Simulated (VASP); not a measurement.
# TaS2 (P-3m1) in VASP: single point with PBEsol

Aim: the single point of TaS2 with PBEsol.

Everything below comes from runs of VASP 6.6.1. Logs are shortened: lines on timing, memory, paths and dates and some standing lists are left out, and cuts for length are marked.

**1. The cell of the first run**

It takes space group P-3m1 (No. 164, trigonal). Conventional cell: a = 3.319 Å, b = 3.319 Å, c = 5.936 Å, α = 90.00°, β = 90.00°, γ = 120.00°. Within 3.4 Å of Ta (site symmetry -3m) lie 6 S at 2.46 Å and 6 Ta at 3.32 Å. S (site symmetry 3m) has 3 Ta at 2.46 Å and 12 S at 3.32 to 3.63 Å within 3.7 Å.

**2. Single point, PBEsol**

File INCAR:

```
SYSTEM = TaS2
ALGO = Normal ; EDIFF = 1E-6
ENCUT = 500 ; GGA = PS
GGA_COMPAT = .False. ; ISIF = 2
ISMEAR = -1 ; LASPH = .True.
LCHARG = .True. ; LELF = .True.
LREAL = .False. ; LVHAR = .True.
LWAVE = .False. ; NBANDS = 18
NELM = 120 ; PREC = Accurate
SIGMA = 0.05
```

File KPOINTS:

```
k-points
0
Gamma
  12 12 6
  0 0 0
```

File POSCAR:

```
TaS2
1.0
    3.3186689283      0.0000000000      0.0000000000
   -1.6593344641      2.8740515986      0.0000000000
    0.0000000000      0.0000000000      5.9359271742
Ta S
1 2
Direct
    0.0000000000      0.0000000000      0.0000000000
    0.3333333333      0.6666666667      0.2595138028
    0.6666666667      0.3333333333      0.7404861972
```

Potentials or basis: VASP PAW PBE potentials, release 64 (Ta_pv, S).

Started as:

```bash
$ cat potpaw_PBE.64/Ta_pv/POTCAR potpaw_PBE.64/S/POTCAR > POTCAR
$ mpirun -np 1 vasp_std > vasp.out
```

OUTCAR:

```text
SYSTEM = TaS2
   EDIFF = 1E-6
   ENCUT = 500
   GGA = PS
   ISIF = 2
   ISMEAR = -1
   LASPH = .True.
   LREAL = .False.
   NELM = 120
   PREC = Accurate

 ion  position               nearest neighbor table
   1  0.000  0.000  0.000-   2 2.46   3 2.46   2 2.46   3 2.46   3 2.46   2 2.46
   2  0.333  0.667  0.260-   1 2.46   1 2.46   1 2.46
   3  0.667  0.333  0.740-   1 2.46   1 2.46   1 2.46

  LATTYP: Found a hexagonal cell.
 ALAT       =     3.3186689283
 C/A-ratio  =     1.7886469854

  Lattice vectors:

 A1 = (   3.3186689283,   0.0000000000,   0.0000000000)
 A2 = (  -1.6593344641,   2.8740515986,   0.0000000000)
 A3 = (   0.0000000000,   0.0000000000,   5.9359271742)

Analysis of symmetry for initial positions (statically):
=====================================================================
 Subroutine PRICEL returns:
 Original cell was already a primitive cell.

 Routine SETGRP: Setting up the symmetry group for a
 hexagonal supercell.

 Subroutine GETGRP returns: Found 12 space group operations
 (whereof 12 operations were pure point group operations)
 out of a pool of 24 trial point group operations.

The static configuration has the point symmetry D_3d.

Analysis of symmetry for dynamics (positions and initial velocities):
=====================================================================
 Subroutine PRICEL returns:
 Original cell was already a primitive cell.

 Routine SETGRP: Setting up the symmetry group for a
 hexagonal supercell.

 Subroutine GETGRP returns: Found 12 space group operations
 (whereof 12 operations were pure point group operations)
 out of a pool of 24 trial point group operations.

The dynamic configuration has the point symmetry D_3d.

 Subroutine INISYM returns: Found 12 space group operations
 (whereof 12 operations are pure point group operations),
 and found     1 'primitive' translations

----------------------------------------------------------------------------------------

                                     Primitive cell

  volume of cell :      56.6170

  direct lattice vectors                    reciprocal lattice vectors
     3.318668928  0.000000000  0.000000000     0.301325628  0.173970433  0.000000000
    -1.659334464  2.874051599  0.000000000     0.000000000  0.347940865  0.000000000
     0.000000000  0.000000000  5.935927174     0.000000000  0.000000000  0.168465679

  length of vectors
     3.318668928  3.318668928  5.935927174     0.347940865  0.347940865  0.168465679

  position of ions in fractional coordinates (direct lattice)
     0.000000000  0.000000000  0.000000000
     0.333333333  0.666666667  0.259513803
     0.666666667  0.333333333  0.740486197

  ion indices of the primitive-cell ions
   primitive index   ion index
                 1           1
                 2           2
                 3           3

----------------------------------------------------------------------------------------

 KPOINTS: k-points

Automatic generation of k-mesh.
 Grid dimensions read from file:
 generate k-points for:   12   12    6

 Generating k-lattice:

  Cartesian coordinates                     Fractional coordinates (reciprocal lattice)
     0.025110469  0.014497536  0.000000000     0.083333333 -0.000000000  0.000000000
     0.000000000  0.028995072  0.000000000     0.000000000  0.083333333  0.000000000
     0.000000000  0.000000000  0.028077613     0.000000000  0.000000000  0.166666667

  Length of vectors
     0.028995072  0.028995072  0.028077613

  Shift w.r.t. Gamma in fractional coordinates (k-lattice)
     0.000000000  0.000000000  0.000000000

 Subroutine IBZKPT returns following result:
 ===========================================

 Found    100 irreducible k-points:

 Following reciprocal coordinates:
            Coordinates               Weight
  0.000000  0.000000  0.000000      1.000000
  0.083333 -0.000000  0.000000      6.000000
  0.166667 -0.000000  0.000000      6.000000
  0.250000 -0.000000  0.000000      6.000000
  0.333333 -0.000000  0.000000      6.000000
  0.416667 -0.000000  0.000000      6.000000
[... 16 lines left out ...]
  0.166667 -0.000000  0.166667      6.000000
  0.000000  0.166667  0.166667      6.000000
 [... further k-points ...]
   k-points           NKPTS =    100   k-points in BZ     NKDIM =    100   number of bands    NBANDS=     18
   number of dos      NEDOS =    301   number of ions     NIONS =      3
   total plane-waves  NPLWV =  27648
   dimension x,y,z NGX =    24 NGY =   24 NGZ =   48
   dimension x,y,z NGXF=    48 NGYF=   48 NGZF=   96
   ions per type =               1   2
   NGX,Y,Z   is equivalent  to a cutoff of  12.02, 12.02, 13.44 a.u.
   NGXF,Y,Z  is equivalent  to a cutoff of  24.05, 24.05, 26.89 a.u.
 SYSTEM =  TaS2
   PREC   = accura    normal or accurate (medium, high low for compatibility)
   ISTART =      0    job   : 0-new  1-cont  2-samecut
   ICHARG =      2    charge: 1-file 2-atom 10-const
   ISPIN  =      1    spin polarized calculation?
   LNONCOLLINEAR =      F non collinear calculations
   LSORBIT =      F    spin-orbit coupling
   LASPH  =      T    aspherical Exc in radial PAW
   ENCUT  =  500.0 eV  36.75 Ry    6.06 a.u.   6.05  6.05 10.82*2*pi/ulx,y,z
   NELM   =    120;   NELMIN=  2; NELMDL= -5     # of ELM steps
   EDIFF  = 0.1E-05   stopping-criterion for ELM
   LREAL  =      F    real-space projection
   EDIFFG = 0.1E-04   stopping-criterion for IOM
   NSW    =      0    number of steps for IOM
   IBRION =     -1    ionic relax: 0-MD 1-quasi-New 2-CG
   NFREE  =      0    steps in history (QN), initial steepest desc. (CG)
   ISIF   =      2    stress and relaxation
   ISYM   =      2    0-nonsym 1-usesym 2-fastsym
   POTIM  = 0.5000    time-step for ionic-motion
   TEBEG  =    0.0;   TEEND  =   0.0 temperature during run
   PSTRESS=    0.0 pullay stress
   NELECT =      23.0000    total number of electrons
   NUPDOWN=      -1.0000    fix difference up-down
   EMIN   =  10.00;   EMAX   =-10.00  energy-range for DOS
   EFERMI =   0.00;   METHOD = LEGACY
   ISMEAR =    -1;   SIGMA  =   0.05  broadening in eV -4-tet -1-fermi 0-gaus
   EFERMI_NEDOS =   21; number of points for ismear=-14 and -15
   IALGO  =     38    algorithm
   IMIX   =      4    mixing-type and parameters
     AMIX     =   0.40;   BMIX     =  1.00
     AMIX_MAG =   1.60;   BMIX_MAG =  1.00
  volume/ion in A,a.u.               =      18.87       127.36
  Fermi-wavevector in a.u.,A,eV,Ry     =   1.212463  2.291222 20.001463  1.470066
  Thomas-Fermi vector in A             =   2.347946
   LORBIT       =      0    0 simple, 1 ext, 2 COOP (PROOUT), +10 PAW based schemes
   GGA     = PS    functional components
   LHFCALC =     F    Hartree Fock is set to
   AEXX    =    0.0000 exact exchange contribution
   IVDW    =     0    specifies the selected vdW correction
   LEPSILON=     F    determine dielectric tensor
   LRPA    =     F    only Hartree local field effects (RPA)
 non-spin polarized calculation
  energy-cutoff  :      500.00
  volume of cell :       56.62
 maximum number of plane-waves:      1470
   NGX = 13   NGY = 13   NGZ = 21

 number of electron      22.9999997 magnetization

 Free energy of the ion-electron system (eV)
  ---------------------------------------------------
  ext. energy  EPLUGINS =         0.00000000
  ---------------------------------------------------
  free energy    TOTEN  =       -24.58243377 eV

  energy without entropy =      -24.57111157  energy(sigma->0) =      -24.57677267

 E-fermi :   5.5749     XC(G=0): -10.7800

 val. band max:        5.5659650672   @ k =   0.0833   0.0833   0.0000
 cond. band min:       5.6179582540   @ k =   0.1667  -0.0000   0.5000
 fundamental gap:      0.0519931868
 Fermi energy:         5.5748782406

 k-point     1 :       0.0000    0.0000    0.0000
  band No.  band energies     occupation
      1     -29.5752      2.00000
      2     -29.5370      2.00000
      3     -29.5370      2.00000
      4      -9.4024      2.00000
      5      -7.4377      2.00000
      6      -1.4708      2.00000
[... 10 lines left out ...]
     17      10.9558      0.00000
     18      10.9878      0.00000

 k-point     2 :       0.0833   -0.0000    0.0000
  band No.  band energies     occupation
      1     -29.5710      2.00000
      2     -29.5590      2.00000
      3     -29.5420      2.00000
      4      -9.2932      2.00000
      5      -7.4315      2.00000
      6      -1.3336      2.00000
[... 10 lines left out ...]
     17      11.4354      0.00000
     18      11.5968      0.00000

 k-point     3 :       0.1667   -0.0000    0.0000
  band No.  band energies     occupation
      1     -29.6188      2.00000
      2     -29.5595      2.00000
      3     -29.5557      2.00000
      4      -8.9819      2.00000
      5      -7.4140      2.00000
      6      -0.9429      2.00000
[... 10 lines left out ...]
     17      12.4237      0.00000
     18      12.6088      0.00000

 k-point     4 :       0.2500   -0.0000    0.0000
  band No.  band energies     occupation
      1     -29.6992      2.00000
      2     -29.5744      2.00000
      3     -29.5438      2.00000
      4      -8.5213      2.00000
      5      -7.3841      2.00000
      6      -0.3910      2.00000
[... 375 lines left out ...]
      4      -9.2293      2.00000
      5      -7.5549      2.00000
      6      -1.0939      2.00000
[... 10 lines left out ...]
     17      11.4215      0.00000
     18      11.9330      0.00000

 k-point    23 :       0.1667   -0.0000    0.1667
  band No.  band energies     occupation
      1     -29.6188      2.00000
      2     -29.5595      2.00000
      3     -29.5557      2.00000
      4      -8.9136      2.00000
      5      -7.5323      2.00000
      6      -0.7011      2.00000
[... 10 lines left out ...]
     17      12.5560      0.00000
     18      12.8460      0.00000

 k-point    24 :       0.0000    0.1667    0.1667
  band No.  band energies     occupation
      1     -29.6188      2.00000
      2     -29.5595      2.00000
      3     -29.5557      2.00000
      4      -8.9262      2.00000
      5      -7.5078      2.00000
      6      -0.7848      2.00000
[... 10 lines left out ...]
     17      12.3877      0.00000
     18      12.5525      0.00000

 [... further k-points ...]

------------------------ aborting loop because EDIFF is reached ----------------------------------------

  FORCE on cell =-STRESS in cart. coord.  units (eV):
  Direction    XX          YY          ZZ          XY          YZ          ZX
  --------------------------------------------------------------------------------------
  -------------------------------------------------------------------------------------
  Total        0.0299936      0.0299936      0.0622967      0.0000000      0.0000000      0.0000000
  in kB        0.8487750      0.8487750      1.7629033      0.0000000      0.0000000      0.0000000
  external PRESSURE =       1.1534845 kB  Pullay stress =       0.0000000 kB

 VOLUME and BASIS-vectors are now :
 -----------------------------------------------------------------------------
  energy-cutoff  :      500.00
  volume of cell :       56.62
      direct lattice vectors                 reciprocal lattice vectors
     3.318668928  0.000000000  0.000000000     0.301325628  0.173970433  0.000000000
    -1.659334464  2.874051599  0.000000000     0.000000000  0.347940865  0.000000000
     0.000000000  0.000000000  5.935927174     0.000000000  0.000000000  0.168465679

 POSITION                                       TOTAL-FORCE (eV/Angst)
 -----------------------------------------------------------------------------------
      0.00000      0.00000      0.00000         0.000000     -0.000000     -0.000000
     -0.00000      1.91603      1.54046         0.000000     -0.000000      0.017440
      1.65933      0.95802      4.39547        -0.000000      0.000000     -0.017440
 -----------------------------------------------------------------------------------
    total drift:                               -0.000000      0.000000      0.000000

  FREE ENERGIE OF THE ION-ELECTRON SYSTEM (eV)
  ---------------------------------------------------
  free  energy   TOTEN  =       -24.5824337738 eV

  energy  without entropy=      -24.5711115750  energy(sigma->0) =      -24.57677267
```

Run time: 1.9 min. Hardware: 1 thread of AMD EPYC 7R43 (Zen 3), shared host; peak memory 0.2 GiB.

Results:

```yaml
Free_energy: -24.5824 eV
Pressure: 0.1 GPa
Largest_force: 0.017 eV/Å
Band_gap_on_the_k_mesh: zero (an odd number of electrons rules out a gap without spin polarisation)
```

Forces on the atoms (eV/Å):
```
Ta   0.000  0.000  0.000
S    0.000  0.000  0.017
S    0.000  0.000 -0.017
```

Levels at points of the mesh, in eV from the Fermi level:
| k point | band 10 | band 11 | band 12 | band 13 | band 14 | band 15 |
| --- | --- | --- | --- | --- | --- | --- |
| (0.00, 0.00, 0.00) | -0.51 | -0.51 | -0.06 | 0.21 | 0.21 | 3.89 |
| (0.50, 0.00, 0.00) | -3.45 | -2.02 | -0.94 | 2.72 | 3.31 | 4.23 |
| (0.00, 0.00, 0.50) | -0.67 | -0.67 | 0.18 | 0.18 | 1.06 | 4.32 |
| (0.50, 0.00, 0.50) | -2.16 | -1.68 | -1.42 | 2.71 | 3.31 | 4.27 |

Caveat: the PAW data sets were made with another functional, which shifts forces and pressure a little; spin-orbit coupling is left out, which moves the levels of the heavy elements; this functional lacks dispersion, which binds layers or chains, so the pressure and a relaxed spacing across them are unreliable.

The gap in the log of VASP goes by the Fermi energy; the results here count the filled bands.